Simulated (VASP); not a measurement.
# Rh (Immm) in VASP: a series of runs

The runs below take Rh through single point, with LDA.

Program: VASP 6.6.1. These are calculated values, not measurements. Logs are shortened: lines on timing, memory, paths and dates and some standing lists are left out, and cuts for length are marked.

## 1. The cell of the first run

It takes space group Immm (No. 71, orthorhombic). Conventional cell: a = 2.318 Å, b = 2.849 Å, c = 3.754 Å, α = 90.00°, β = 90.00°, γ = 90.00°. Within 3.1 Å of Rh (site symmetry mmm) lie 12 Rh at 2.32 to 2.85 Å.

## 2. Single point, LDA

File INCAR:

```
PREC = Accurate
ENCUT = 520
EDIFF = 1E-7
ISMEAR = 0
SIGMA = 0.15
LREAL = F
LASPH = T
NELM = 80
ALGO = Fast
ISIF = 2
LWAVE = F
LCHARG = F
GGA = CA
NBANDS = 14
```

File KPOINTS:

```
regular mesh
0
Gamma
  20 20 20
```

File POSCAR:

```
Rh
1.0
   -0.1877035262      1.8269184202      1.8770352617
    1.8269184202     -0.1877035262      1.8770352617
    1.6392148940      1.6392148940      0.0000000000
Rh
1
Direct
    0.0000000000      0.0000000000      0.0000000000
```

Potentials or basis: VASP PAW LDA potentials, release 64 (Rh_pv).

Launch:

```bash
> cat potpaw_LDA.64/Rh_pv/POTCAR > POTCAR
> mpirun -np 1 vasp_std > vasp.out
```

OUTCAR:

```text
PREC = Accurate
   ENCUT = 520
   EDIFF = 1E-7
   ISMEAR = 0
   LREAL = F
   LASPH = T
   NELM = 80
   ISIF = 2
   GGA = CA

 ion  position               nearest neighbor table
   1  0.000  0.000  0.000-

  LATTYP: Found a body centered orthorhombic cell.
 ALAT       =     2.3181999347
 B/A-ratio  =     1.2290163747
 C/A-ratio  =     1.6193903154

  Lattice vectors:

 A1 = (   0.1877035262,  -1.8269184202,  -1.8770352617)
 A2 = (  -0.1877035262,   1.8269184202,  -1.8770352617)
 A3 = (   1.8269184202,  -0.1877035262,   1.8770352617)

Analysis of symmetry for initial positions (statically):
=====================================================================
 Subroutine PRICEL returns:
 Original cell was already a primitive cell.

 Routine SETGRP: Setting up the symmetry group for a
 body centered orthorhombic supercell.

 Subroutine GETGRP returns: Found  8 space group operations
 (whereof  8 operations were pure point group operations)
 out of a pool of  8 trial point group operations.

The static configuration has the point symmetry D_2h.

Analysis of symmetry for dynamics (positions and initial velocities):
=====================================================================
 Subroutine PRICEL returns:
 Original cell was already a primitive cell.

 Routine SETGRP: Setting up the symmetry group for a
 body centered orthorhombic supercell.

 Subroutine GETGRP returns: Found  8 space group operations
 (whereof  8 operations were pure point group operations)
 out of a pool of  8 trial point group operations.

The dynamic configuration has the point symmetry D_2h.

 Subroutine INISYM returns: Found  8 space group operations
 (whereof  8 operations are pure point group operations),
 and found     1 'primitive' translations

----------------------------------------------------------------------------------------

                                     Primitive cell

  volume of cell :      12.3974

  direct lattice vectors                    reciprocal lattice vectors
    -0.187703526  1.826918420  1.877035262    -0.248185522  0.248185522  0.266377521
     1.826918420 -0.187703526  1.877035262     0.248185522 -0.248185522  0.266377521
     1.639214894  1.639214894  0.000000000     0.305024071  0.305024071 -0.266377521

  length of vectors
     2.626047391  2.626047391  2.318199935     0.440623525  0.440623525  0.506987526

  position of ions in fractional coordinates (direct lattice)
     0.000000000  0.000000000  0.000000000

  ion indices of the primitive-cell ions
   primitive index   ion index
                 1           1

----------------------------------------------------------------------------------------

 KPOINTS: regular mesh

Automatic generation of k-mesh.
 Grid dimensions read from file:
 generate k-points for:   20   20   20

 Generating k-lattice:

  Cartesian coordinates                     Fractional coordinates (reciprocal lattice)
    -0.012409276  0.012409276  0.013318876     0.050000000  0.000000000  0.000000000
     0.012409276 -0.012409276  0.013318876     0.000000000  0.050000000  0.000000000
     0.015251204  0.015251204 -0.013318876    -0.000000000 -0.000000000  0.050000000

  Length of vectors
     0.022031176  0.022031176  0.025349376

  Shift w.r.t. Gamma in fractional coordinates (k-lattice)
     0.000000000  0.000000000  0.000000000

 Subroutine IBZKPT returns following result:
 ===========================================

 Found   1166 irreducible k-points:

 Following reciprocal coordinates:
            Coordinates               Weight
  0.000000  0.000000  0.000000      1.000000
  0.050000  0.000000  0.000000      4.000000
  0.100000 -0.000000  0.000000      4.000000
  0.150000  0.000000  0.000000      4.000000
  0.200000 -0.000000  0.000000      4.000000
  0.250000 -0.000000  0.000000      4.000000
[... 16 lines left out ...]
 -0.400000  0.050000  0.000000      4.000000
 -0.350000  0.050000  0.000000      4.000000
 [... further k-points ...]
   k-points           NKPTS =   1166   k-points in BZ     NKDIM =   1166   number of bands    NBANDS=     14
   number of dos      NEDOS =    301   number of ions     NIONS =      1
   total plane-waves  NPLWV =   7200
   dimension x,y,z NGX =    20 NGY =   20 NGZ =   18
   dimension x,y,z NGXF=    40 NGYF=   40 NGZF=   36
   ions per type =               1
   NGX,Y,Z   is equivalent  to a cutoff of  12.66, 12.66, 12.91 a.u.
   NGXF,Y,Z  is equivalent  to a cutoff of  25.32, 25.32, 25.82 a.u.
 SYSTEM =  unknown system
   PREC   = accura    normal or accurate (medium, high low for compatibility)
   ISTART =      0    job   : 0-new  1-cont  2-samecut
   ICHARG =      2    charge: 1-file 2-atom 10-const
   ISPIN  =      1    spin polarized calculation?
   LNONCOLLINEAR =      F non collinear calculations
   LSORBIT =      F    spin-orbit coupling
   LASPH  =      T    aspherical Exc in radial PAW
   ENCUT  =  520.0 eV  38.22 Ry    6.18 a.u.   4.88  4.88  4.31*2*pi/ulx,y,z
   NELM   =     80;   NELMIN=  2; NELMDL= -5     # of ELM steps
   EDIFF  = 0.1E-06   stopping-criterion for ELM
   LREAL  =      F    real-space projection
   EDIFFG = 0.1E-05   stopping-criterion for IOM
   NSW    =      0    number of steps for IOM
   IBRION =     -1    ionic relax: 0-MD 1-quasi-New 2-CG
   NFREE  =      0    steps in history (QN), initial steepest desc. (CG)
   ISIF   =      2    stress and relaxation
   ISYM   =      2    0-nonsym 1-usesym 2-fastsym
   POTIM  = 0.5000    time-step for ionic-motion
   TEBEG  =    0.0;   TEEND  =   0.0 temperature during run
   PSTRESS=    0.0 pullay stress
   NELECT =      15.0000    total number of electrons
   NUPDOWN=      -1.0000    fix difference up-down
   EMIN   =  10.00;   EMAX   =-10.00  energy-range for DOS
   EFERMI =   0.00;   METHOD = LEGACY
   ISMEAR =     0;   SIGMA  =   0.15  broadening in eV -4-tet -1-fermi 0-gaus
   EFERMI_NEDOS =   21; number of points for ismear=-14 and -15
   IALGO  =     68    algorithm
   IMIX   =      4    mixing-type and parameters
     AMIX     =   0.40;   BMIX     =  1.00
     AMIX_MAG =   1.60;   BMIX_MAG =  1.00
  volume/ion in A,a.u.               =      12.40        83.66
  Fermi-wavevector in a.u.,A,eV,Ry     =   1.744461  3.296553 41.404495  3.043145
  Thomas-Fermi vector in A             =   2.816336
   LORBIT       =      0    0 simple, 1 ext, 2 COOP (PROOUT), +10 PAW based schemes
   GGA     = CA    functional components
   LHFCALC =     F    Hartree Fock is set to
   AEXX    =    0.0000 exact exchange contribution
   IVDW    =     0    specifies the selected vdW correction
   LEPSILON=     F    determine dielectric tensor
   LRPA    =     F    only Hartree local field effects (RPA)
 non-spin polarized calculation
 RMM-DIIS sequential band-by-band and
 Gauss-broadening in eV      SIGMA  =   0.15
  energy-cutoff  :      520.00
  volume of cell :       12.40
 maximum number of plane-waves:       352
   NGX =  9   NGY =  9   NGZ =  9

 number of electron      15.0000002 magnetization

 Free energy of the ion-electron system (eV)
  ---------------------------------------------------
  ext. energy  EPLUGINS =         0.00000000
  ---------------------------------------------------
  free energy    TOTEN  =        -8.11668169 eV

  energy without entropy =       -8.10121352  energy(sigma->0) =       -8.10894761

 E-fermi :  13.6698     XC(G=0): -14.9798

 val. band max:       13.6687724369   @ k =   0.2500   0.1000   0.0500
 cond. band min:      13.6701656593   @ k =  -0.4500   0.0000   0.0500
 fundamental gap:      0.0013932223
 Fermi energy:        13.6698385863

 k-point     1 :       0.0000    0.0000    0.0000
  band No.  band energies     occupation
      1     -32.6165      2.00000
      2     -32.5816      2.00000
      3     -32.4051      2.00000
      4       4.9897      2.00000
      5       8.7108      2.00000
      6       8.9114      2.00000
      7      11.9236      2.00000
      8      12.8946      2.00000
      9      13.2467      1.99993
     10      29.1504      0.00000
     11      32.9149      0.00000
     12      33.9433      0.00000
     13      35.5217      0.00000
     14      40.0906      0.00000

 k-point     2 :       0.0500    0.0000    0.0000
  band No.  band energies     occupation
      1     -32.6313      2.00000
      2     -32.5900      2.00000
      3     -32.4076      2.00000
      4       5.0857      2.00000
      5       8.6954      2.00000
      6       8.9281      2.00000
      7      11.9552      2.00000
      8      12.8715      2.00000
      9      13.2449      1.99994
     10      29.2637      0.00000
     11      32.7261      0.00000
     12      33.9434      0.00000
     13      35.5012      0.00000
     14      40.2154      0.00000

 k-point     3 :       0.1000   -0.0000    0.0000
  band No.  band energies     occupation
      1     -32.6905      2.00000
      2     -32.5976      2.00000
      3     -32.4150      2.00000
      4       5.3602      2.00000
      5       8.6510      2.00000
      6       8.9851      2.00000
      7      12.0371      2.00000
      8      12.8155      2.00000
      9      13.2516      1.99992
     10      29.5415      0.00000
     11      32.1331      0.00000
     12      33.9435      0.00000
     13      35.6806      0.00000
     14      40.5834      0.00000
[... 324 lines left out ...]
 k-point    23 :      -0.4000    0.0500    0.0000
  band No.  band energies     occupation
      1     -33.4090      2.00000
      2     -32.6443      2.00000
      3     -32.4998      2.00000
      4       6.6594      2.00000
      5       8.6207      2.00000
      6      11.9849      2.00000
      7      12.1228      2.00000
      8      13.8381      0.11273
      9      14.6354      0.00000
     10      23.0320      0.00000
     11      30.1669      0.00000
     12      33.9433      0.00000
     13      35.4142      0.00000
     14      40.6947      0.00000

 k-point    24 :      -0.3500    0.0500    0.0000
  band No.  band energies     occupation
      1     -33.3184      2.00000
      2     -32.6457      2.00000
      3     -32.4880      2.00000
      4       6.7159      2.00000
      5       8.6536      2.00000
      6      11.3133      2.00000
      7      12.0472      2.00000
      8      13.5571      1.71205
      9      14.3251      0.00000
     10      24.3279      0.00000
     11      30.5144      0.00000
     12      33.9434      0.00000
     13      36.0478      0.00000
     14      41.1680      0.00000

 [... further k-points ...]

------------------------ aborting loop because EDIFF is reached ----------------------------------------

  FORCE on cell =-STRESS in cart. coord.  units (eV):
  Direction    XX          YY          ZZ          XY          YZ          ZX
  --------------------------------------------------------------------------------------
  -------------------------------------------------------------------------------------
  Total        4.2983899      4.2983899      1.3337716      4.6760880      0.0000000      0.0000000
  in kB      555.5005666    555.5005666    172.3693943    604.3122193      0.0000000      0.0000000
  external PRESSURE =     427.7901758 kB  Pullay stress =       0.0000000 kB

 VOLUME and BASIS-vectors are now :
 -----------------------------------------------------------------------------
  energy-cutoff  :      520.00
  volume of cell :       12.40
      direct lattice vectors                 reciprocal lattice vectors
    -0.187703526  1.826918420  1.877035262    -0.248185522  0.248185522  0.266377521
     1.826918420 -0.187703526  1.877035262     0.248185522 -0.248185522  0.266377521
     1.639214894  1.639214894  0.000000000     0.305024071  0.305024071 -0.266377521

 POSITION                                       TOTAL-FORCE (eV/Angst)
 -----------------------------------------------------------------------------------
      0.00000      0.00000      0.00000         0.000000      0.000000      0.000000
 -----------------------------------------------------------------------------------
    total drift:                               -0.000000     -0.000000     -0.000000

  FREE ENERGIE OF THE ION-ELECTRON SYSTEM (eV)
  ---------------------------------------------------
  free  energy   TOTEN  =        -8.1166816907 eV

  energy  without entropy=       -8.1012135250  energy(sigma->0) =       -8.10894761
```

Run time: 3.8 min. Hardware: 1 thread of AMD EPYC 7R43 (Zen 3), shared host; peak memory 0.24 GiB.

What came out:

| Property | Result |
| --- | --- |
| Free energy | -8.1167 eV |
| Pressure | 42.8 GPa |
| Band gap on the k mesh | zero (an odd number of electrons rules out a gap without spin polarisation) |

Levels at points of the mesh, in eV from the Fermi level:
```csv
k point,band 4,band 5,band 6,band 7,band 8,band 9,band 10,band 11
"(0.00, 0.00, 0.00)",-8.68,-4.96,-4.76,-1.75,-0.78,-0.42,15.48,19.25
"(0.50, 0.00, 0.00)",-7.12,-5.05,-1.78,-0.34,-0.18,1.27,8.26,16.22
"(0.50, 0.50, 0.00)",-7.52,-7.03,1.08,1.36,1.42,2.98,10.55,13.07
"(0.00, 0.00, 0.50)",-7.14,-4.95,-2.72,0.21,1.58,2.06,11.86,14.91
"(0.50, 0.00, 0.50)",-7.39,-6.99,0.18,0.83,2.00,4.01,13.56,14.35
```

Caveat: the stress differs along the axes, from 17 to 56 GPa.

## 3. Single point, LDA

This run uses another cell than the first one, of 12.58 Å³/atom.

File INCAR:

```
ALGO = Fast
EDIFF = 1E-7
ENCUT = 520
GGA = CA
ISIF = 2
ISMEAR = 0
LASPH = T
LCHARG = T
LELF = T
LREAL = F
LVHAR = T
LWAVE = F
NBANDS = 14
NELM = 100
PREC = Accurate
SIGMA = 0.15
```

File KPOINTS:

```
k-points
0
Gamma
  20 20 20
```

File POSCAR:

```
Rh
1.0
   -0.2815552893      1.8520706927      1.8770352617
    1.8520706927     -0.2815552893      1.8770352617
    1.5705154035      1.5705154035      0.0000000000
Rh
1
Direct
    0.0000000000      0.0000000000      0.0000000000
```

Potentials or basis: VASP PAW LDA potentials, release 64 (Rh_pv).

Launch:

```bash
> cat potpaw_LDA.64/Rh_pv/POTCAR > POTCAR
> mpirun -np 1 vasp_std > vasp.out
```

Run time: 4.9 min. Hardware: 1 thread of AMD EPYC 7R43 (Zen 3), shared host; peak memory 0.24 GiB.

Results (log left out):

```
Free energy            : -7.6462 eV
Pressure               : 54.3 GPa
Band gap on the k mesh : zero (an odd number of electrons rules out a gap without spin polarisation)
```

Stress tensor (GPa, compression positive):
```
74.49 77.49  0.00
77.49 74.49  0.00
 0.00  0.00 13.86
```

Levels at points of the mesh, in eV from the Fermi level:
| k point | band 4 | band 5 | band 6 | band 7 | band 8 | band 9 | band 10 | band 11 |
| --- | --- | --- | --- | --- | --- | --- | --- | --- |
| (0.00, 0.00, 0.00) | -8.46 | -5.76 | -5.14 | -0.79 | -0.33 | 0.02 | 15.18 | 17.97 |
| (0.50, 0.00, 0.00) | -7.20 | -5.33 | -0.87 | -0.73 | -0.62 | 1.63 | 7.49 | 16.64 |
| (0.50, 0.50, 0.00) | -7.70 | -6.87 | 1.39 | 1.43 | 1.66 | 3.14 | 8.85 | 13.02 |
| (0.00, 0.00, 0.50) | -7.11 | -5.55 | -2.05 | 0.11 | 1.80 | 2.87 | 12.85 | 14.96 |
| (0.50, 0.00, 0.50) | -7.30 | -6.92 | -0.08 | 0.62 | 2.23 | 4.33 | 13.73 | 14.49 |

Caveat: the stress differs along the axes, from 14 to 74 GPa.
